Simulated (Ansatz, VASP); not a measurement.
# Cu: VASP beside Ansatz

The input POSCAR:

```
Cu
1.0
    0.0000000000      1.8074800000      1.8074800000
    1.8074800000      0.0000000000      1.8074800000
    1.8074800000      1.8074800000      0.0000000000
Cu
1
Direct
    0.0000000000      0.0000000000      0.0000000000
```

Contents of INCAR.step1:

```
SYSTEM = Cu
PREC = Accurate
ENCUT = 600
ISMEAR = -1
SIGMA = 0.05
LREAL = .False.
LASPH = .True.
NELM = 80
GGA = PE
ALGO = Normal
EDIFF = 1E-4
LWAVE = .True.
LCHARG = .False.
```

File INCAR.step2:

```
SYSTEM = Cu
PREC = Accurate
ENCUT = 600
EDIFF = 1E-7
ISMEAR = -1
SIGMA = 0.05
LREAL = .False.
LASPH = .True.
NELM = 80
ALGO = Normal
ISIF = 3
LWAVE = .False.
LCHARG = .False.
METAGGA = R2SCAN
LMIXTAU = .True.
IBRION = 2
NSW = 80
EDIFFG = -0.01
ISTART = 1
```

Contents of KPOINTS:

```
regular mesh
0
Gamma
  18 18 18
  0 0 0
```

Input for Ansatz:

```yaml
crystal:
  lattice:
    - [0.0, 1.80748, 1.80748]
    - [1.80748, 0.0, 1.80748]
    - [1.80748, 1.80748, 0.0]
  atoms:
    - { symbol: Cu, position: [0.0, 0.0, 0.0] }
basis:
  ecutwfc: 500
  xc_grid: 2
hamiltonian:
  xc: r2scan
  pseudopotentials: { kind: paw, azcp: { folder: soft_1 } }
kpoints:
  mp_grid: { grid: [18, 18, 18] }
scf:
  occupations: { method: fermi_dirac, width: 0.05 }
  max_iter: 150
output:
  forces: true
  stress: true
relax:
  f_tol: 0.01
  max_steps: 60
  cell: {}
checkpoint:
  write: "../r2scan.run"
  compress: false
  write_wavefunctions: false
  write_every: 100000
```

Alike in both runs: task relaxation of cell and atoms; functional r2SCAN; k mesh 18 × 18 × 18; occupations fermi-dirac, width 0.05 eV; no spin polarisation.

|  | VASP | Ansatz |
| --- | --- | --- |
| version | VASP 6.6.1 | Ansatz 0.2.0 |
| potentials or method | VASP PAW PBE potentials, release 64 (Cu), cutoff 600 eV | plane-wave PAW DFT |
| valence electrons in the cell | 11 | 19 |

```csv
,VASP,Ansatz,Ansatz less VASP
relaxed volume (Å³/atom),11.50,11.47,-0.028
relaxed cell length with the largest relative difference (Å),2.533,2.531,-0.0021
```

VASP's potentials were made for PBE, not for r2SCAN. VASP's potentials hold 11 valence electrons a cell and Ansatz's 19, so a difference there can come from the potentials and not from the codes.
